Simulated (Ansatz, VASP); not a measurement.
## TiO: VASP beside Ansatz

```
Ti O
1.0
    -2.82633    0.00000    0.00000
     1.41317   -2.44768    0.00000
     0.00000    0.00000   11.08230
Ti O
4 4
Direct
  0.66667 0.33333 0.12500
  0.66667 0.33333 0.62500
  0.33333 0.66667 0.37500
  0.33333 0.66667 0.87500
  0.00000 0.00000 0.00000
  0.00000 0.00000 0.50000
  0.00000 0.00000 0.25000
  0.00000 0.00000 0.75000
```

Alike in both runs: task single point; functional r2SCAN; k mesh 19 × 19 × 5; occupations gaussian, width 0.15 eV; no spin polarisation.

```csv
,VASP,Ansatz
version,VASP 6.6.1,Ansatz 0.2.0
potentials or method,"VASP PAW PBE potentials, release 64 (Ti_sv, O), cutoff 660 eV","scalar-relativistic, plane waves, PAW"
valence electrons in the cell,72,72
```

```tsv
	VASP	Ansatz	Ansatz less VASP
gap on the k mesh at the Fermi level (eV)	none	none	-
pressure (GPa)	1.7	0.0	-1.70
traceless stress, the component that is largest in VASP (GPa)	0.17	-0.08	-0.248
```

VASP's potentials were made for PBE, not for r2SCAN. A gap of «none» marks a metal or a gap that the smearing closes. The functional is the same, so the differences come from potentials, cutoffs and numerics.
